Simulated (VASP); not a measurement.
# As (I4/mmm) in VASP: single point with r2SCAN

Aim: the single point of As with r2SCAN.

Program: VASP 6.6.1. These are calculated values, not measurements. Logs are shortened: lines on timing, memory, paths and dates and some standing lists are left out, and cuts for length are marked.

## (1) The cell of the first run

The structure is tetragonal, space group I4/mmm (No. 139). The conventional cell has a = 2.668 Å, b = 2.668 Å, c = 5.606 Å, α = 90.00°, β = 90.00°, γ = 90.00°. Within 3.5 Å of As (site symmetry 4/mmm) lie 12 As at 2.67 to 3.38 Å.

## (2) Single point, r2SCAN

Contents of POSCAR:

```
As
1.0
   -1.3340374338      1.3340374338      2.8029202780
    1.3340374338     -1.3340374338      2.8029202780
    1.3340374338      1.3340374338     -2.8029202780
As
1
Direct
    0.0000000000      0.0000000000      0.0000000000
```

Contents of INCAR.step1:

```
ALGO = Normal
EDIFF = 1E-4
ENCUT = 520
GGA = PE
ISMEAR = 0
LASPH = True
LCHARG = False
LREAL = False
LWAVE = True
NBANDS = 8
NELM = 80
PREC = Accurate
SIGMA = 0.1
```

Contents of INCAR.step2:

```
ALGO = Normal
EDIFF = 1E-7
ENCUT = 520
ISIF = 2
ISMEAR = 0
ISTART = 1
LASPH = True
LCHARG = True
LELF = True
LMIXTAU = True
LREAL = False
LVHAR = True
LWAVE = False
METAGGA = R2SCAN
NBANDS = 8
NELM = 80
PREC = Accurate
SIGMA = 0.1
```

Contents of KPOINTS:

```
k-points
0
Gamma
  8 8 8
```

Potentials or basis: VASP PAW PBE potentials, release 64 (As).

Run with:

```sh
$ cat potpaw_PBE.64/As/POTCAR > POTCAR
$ cp INCAR.step1 INCAR
$ mpirun -np 1 vasp_std > vasp.out
$ cp INCAR.step2 INCAR
$ mpirun -np 1 vasp_std > vasp.out
```

OUTCAR:

```text
EDIFF = 1E-7
   ENCUT = 520
   ISIF = 2
   ISMEAR = 0
   ISTART = 1
   LASPH = True
   LREAL = False
   METAGGA = R2SCAN
   NELM = 80
   PREC = Accurate

 ion  position               nearest neighbor table
   1  0.000  0.000  0.000-

  LATTYP: Found a body centered tetragonal cell.
 ALAT       =     2.6680748676
 C/A-ratio  =     2.1010806796

  Lattice vectors:

 A1 = (  -1.3340374338,   1.3340374338,   2.8029202780)
 A2 = (   1.3340374338,  -1.3340374338,   2.8029202780)
 A3 = (   1.3340374338,   1.3340374338,  -2.8029202780)

Analysis of symmetry for initial positions (statically):
=====================================================================
 Subroutine PRICEL returns:
 Original cell was already a primitive cell.

 Routine SETGRP: Setting up the symmetry group for a
 body centered tetragonal supercell.

 Subroutine GETGRP returns: Found 16 space group operations
 (whereof 16 operations were pure point group operations)
 out of a pool of 16 trial point group operations.

The static configuration has the point symmetry D_4h.

Analysis of symmetry for dynamics (positions and initial velocities):
=====================================================================
 Subroutine PRICEL returns:
 Original cell was already a primitive cell.

 Routine SETGRP: Setting up the symmetry group for a
 body centered tetragonal supercell.

 Subroutine GETGRP returns: Found 16 space group operations
 (whereof 16 operations were pure point group operations)
 out of a pool of 16 trial point group operations.

The dynamic configuration has the point symmetry D_4h.

 Subroutine INISYM returns: Found 16 space group operations
 (whereof 16 operations are pure point group operations),
 and found     1 'primitive' translations

----------------------------------------------------------------------------------------

                                     Primitive cell

  volume of cell :      19.9529

  direct lattice vectors                    reciprocal lattice vectors
    -1.334037434  1.334037434  2.802920278     0.000000000  0.374802076  0.178385380
     1.334037434 -1.334037434  2.802920278     0.374802076  0.000000000  0.178385380
     1.334037434  1.334037434 -2.802920278     0.374802076  0.374802076  0.000000000

  length of vectors
     3.378708901  3.378708901  3.378708901     0.415087871  0.415087871  0.530050179

  position of ions in fractional coordinates (direct lattice)
     0.000000000  0.000000000  0.000000000

  ion indices of the primitive-cell ions
   primitive index   ion index
                 1           1

----------------------------------------------------------------------------------------

 KPOINTS: k-points

Automatic generation of k-mesh.
 Grid dimensions read from file:
 generate k-points for:    8    8    8

 Generating k-lattice:

  Cartesian coordinates                     Fractional coordinates (reciprocal lattice)
     0.000000000  0.046850260  0.022298173     0.125000000 -0.000000000  0.000000000
     0.046850260  0.000000000  0.022298173    -0.000000000  0.125000000  0.000000000
     0.046850260  0.046850260  0.000000000     0.000000000  0.000000000  0.125000000

  Length of vectors
     0.051885984  0.051885984  0.066256272

  Shift w.r.t. Gamma in fractional coordinates (k-lattice)
     0.000000000  0.000000000  0.000000000

 Subroutine IBZKPT returns following result:
 ===========================================

 Found     59 irreducible k-points:

 Following reciprocal coordinates:
            Coordinates               Weight
  0.000000  0.000000  0.000000      1.000000
  0.125000 -0.000000  0.000000      8.000000
  0.250000 -0.000000  0.000000      8.000000
  0.375000  0.000000  0.000000      8.000000
  0.500000 -0.000000  0.000000      4.000000
  0.125000  0.125000  0.000000      8.000000
[... 16 lines left out ...]
  0.250000  0.125000  0.125000     16.000000
  0.375000  0.125000  0.125000      8.000000
 [... further k-points ...]
   k-points           NKPTS =     59   k-points in BZ     NKDIM =     59   number of bands    NBANDS=      8
   number of dos      NEDOS =    301   number of ions     NIONS =      1
   total plane-waves  NPLWV =  21952
   dimension x,y,z NGX =    28 NGY =   28 NGZ =   28
   dimension x,y,z NGXF=    56 NGYF=   56 NGZF=   56
   ions per type =               1
   NGX,Y,Z   is equivalent  to a cutoff of  13.78, 13.78, 13.78 a.u.
   NGXF,Y,Z  is equivalent  to a cutoff of  27.55, 27.55, 27.55 a.u.
 SYSTEM =  unknown system
   PREC   = accura    normal or accurate (medium, high low for compatibility)
   ISTART =      1    job   : 0-new  1-cont  2-samecut
   ICHARG =      0    charge: 1-file 2-atom 10-const
   ISPIN  =      1    spin polarized calculation?
   LNONCOLLINEAR =      F non collinear calculations
   LSORBIT =      F    spin-orbit coupling
   LASPH  =      T    aspherical Exc in radial PAW
   ENCUT  =  520.0 eV  38.22 Ry    6.18 a.u.   6.28  6.28  6.28*2*pi/ulx,y,z
   NELM   =     80;   NELMIN=  2; NELMDL=  0     # of ELM steps
   EDIFF  = 0.1E-06   stopping-criterion for ELM
   LREAL  =      F    real-space projection
   EDIFFG = 0.1E-05   stopping-criterion for IOM
   NSW    =      0    number of steps for IOM
   IBRION =     -1    ionic relax: 0-MD 1-quasi-New 2-CG
   NFREE  =      0    steps in history (QN), initial steepest desc. (CG)
   ISIF   =      2    stress and relaxation
   ISYM   =      2    0-nonsym 1-usesym 2-fastsym
   POTIM  = 0.5000    time-step for ionic-motion
   TEBEG  =    0.0;   TEEND  =   0.0 temperature during run
   PSTRESS=    0.0 pullay stress
   NELECT =       5.0000    total number of electrons
   NUPDOWN=      -1.0000    fix difference up-down
   EMIN   =  10.00;   EMAX   =-10.00  energy-range for DOS
   EFERMI =   0.00;   METHOD = LEGACY
   ISMEAR =     0;   SIGMA  =   0.10  broadening in eV -4-tet -1-fermi 0-gaus
   EFERMI_NEDOS =   21; number of points for ismear=-14 and -15
   IALGO  =     38    algorithm
   IMIX   =      4    mixing-type and parameters
     AMIX     =   0.40;   BMIX     =  1.00
     AMIX_MAG =   1.60;   BMIX_MAG =  1.00
  volume/ion in A,a.u.               =      19.95       134.65
  Fermi-wavevector in a.u.,A,eV,Ry     =   1.032118  1.950420 14.493838  1.065267
  Thomas-Fermi vector in A             =   2.166300
   LORBIT       =      0    0 simple, 1 ext, 2 COOP (PROOUT), +10 PAW based schemes
   METAGGA = R2SCAN    functional components
   LHFCALC =     F    Hartree Fock is set to
   AEXX    =    0.0000 exact exchange contribution
   IVDW    =     0    specifies the selected vdW correction
   LEPSILON=     F    determine dielectric tensor
   LRPA    =     F    only Hartree local field effects (RPA)
 non-spin polarized calculation
 Gauss-broadening in eV      SIGMA  =   0.10
  energy-cutoff  :      520.00
  volume of cell :       19.95
 maximum number of plane-waves:       545
 NGX is ok and might be reduce to    28
   NGX = 13   NGY = 13   NGZ = 13

 number of electron       5.0000000 magnetization

 Free energy of the ion-electron system (eV)
  ---------------------------------------------------
  ext. energy  EPLUGINS =         0.00000000
  ---------------------------------------------------
  free energy    TOTEN  =       -14.09970291 eV

  energy without entropy =      -14.09632147  energy(sigma->0) =      -14.09801219

 E-fermi :   5.8390     XC(G=0): -10.9828

 val. band max:        5.8295041030   @ k =   0.3750   0.3750   0.0000
 cond. band min:       5.8918148605   @ k =  -0.1250  -0.1250   0.1250
 fundamental gap:      0.0623107574
 Fermi energy:         5.8390453392

 k-point     1 :       0.0000    0.0000    0.0000
  band No.  band energies     occupation
      1      -9.7940      2.00000
      2       7.9261      0.00000
      3      12.5044      0.00000
      4      12.5044      0.00000
      5      14.4743      0.00000
      6      17.2098      0.00000
      7      21.6974      0.00000
      8      21.9203      0.00000

 k-point     2 :       0.1250   -0.0000    0.0000
  band No.  band energies     occupation
      1      -9.4039      2.00000
      2       7.4110      0.00000
      3       9.6377      0.00000
      4      12.6656      0.00000
      5      15.2647      0.00000
      6      18.4151      0.00000
      7      18.7049      0.00000
      8      22.4515      0.00000

 k-point     3 :       0.2500   -0.0000    0.0000
  band No.  band energies     occupation
      1      -8.2539      2.00000
      2       4.9790      2.00000
      3       6.9198      0.00000
      4      13.1276      0.00000
      5      14.2298      0.00000
      6      18.6396      0.00000
      7      20.0837      0.00000
      8      23.8076      0.00000

 k-point     4 :       0.3750    0.0000    0.0000
  band No.  band energies     occupation
      1      -6.4711      2.00000
      2       1.1371      2.00000
      3       6.3181      0.00000
      4      12.4386      0.00000
      5      13.7416      0.00000
      6      19.9932      0.00000
      7      23.0801      0.00000
      8      23.1219      0.00000

 k-point     5 :       0.5000   -0.0000    0.0000
  band No.  band energies     occupation
      1      -5.0748      2.00000
      2      -0.9891      2.00000
      3       6.1434      0.00002
      4      11.7939      0.00000
      5      14.0689      0.00000
      6      20.7521      0.00000
      7      22.1860      0.00000
      8      23.5455      0.00000
[... 177 lines left out ...]
 k-point    22 :       0.1250    0.1250    0.1250
  band No.  band energies     occupation
      1      -6.9647      2.00000
      2       5.8000      1.41917
      3       6.2717      0.00000
      4       8.1033      0.00000
      5      15.3449      0.00000
      6      15.8463      0.00000
      7      17.8707      0.00000
      8      21.7095      0.00000

 k-point    23 :       0.2500    0.1250    0.1250
  band No.  band energies     occupation
      1      -5.1891      2.00000
      2       2.2875      2.00000
      3       6.5574      0.00000
      4       7.7345      0.00000
      5      13.6812      0.00000
      6      15.3357      0.00000
      7      18.1050      0.00000
      8      25.4023      0.00000

 k-point    24 :       0.3750    0.1250    0.1250
  band No.  band energies     occupation
      1      -3.7898      2.00000
      2       0.1807      2.00000
      3       6.9343      0.00000
      4       7.5393      0.00000
      5      13.0410      0.00000
      6      14.3469      0.00000
      7      20.4675      0.00000
      8      23.4320      0.00000

 [... further k-points ...]
[... 5 lines left out ...]
  --------------------------------------------------------------------------------------
  -------------------------------------------------------------------------------------
  Total        0.0208636      0.0208636     -0.0387554      0.0000000      0.0000000      0.0000000
  in kB        1.6753013      1.6753013     -3.1119718      0.0000000      0.0000000      0.0000000
  external PRESSURE =       0.0795436 kB  Pullay stress =       0.0000000 kB

 VOLUME and BASIS-vectors are now :
 -----------------------------------------------------------------------------
  energy-cutoff  :      520.00
  volume of cell :       19.95
      direct lattice vectors                 reciprocal lattice vectors
    -1.334037434  1.334037434  2.802920278     0.000000000  0.374802076  0.178385380
     1.334037434 -1.334037434  2.802920278     0.374802076  0.000000000  0.178385380
     1.334037434  1.334037434 -2.802920278     0.374802076  0.374802076  0.000000000

 POSITION                                       TOTAL-FORCE (eV/Angst)
 -----------------------------------------------------------------------------------
      0.00000      0.00000      0.00000         0.000000      0.000000      0.000000
 -----------------------------------------------------------------------------------
    total drift:                               -0.000000      0.000000      0.000000

  FREE ENERGIE OF THE ION-ELECTRON SYSTEM (eV)
  ---------------------------------------------------
  free  energy   TOTEN  =       -14.0997029057 eV

  energy  without entropy=      -14.0963214698  energy(sigma->0) =      -14.09801219
```

Wall time 28 s (1 thread of Intel Xeon 6975P-C (Granite Rapids), shared host); peak memory 0.17 GiB.

What came out:

- Free energy: -14.0997 eV
- Pressure: 0.0 GPa

Caveat: the k points lie up to 0.42 Å⁻¹ apart; the PAW data sets were made with another functional, which shifts forces and pressure a little.
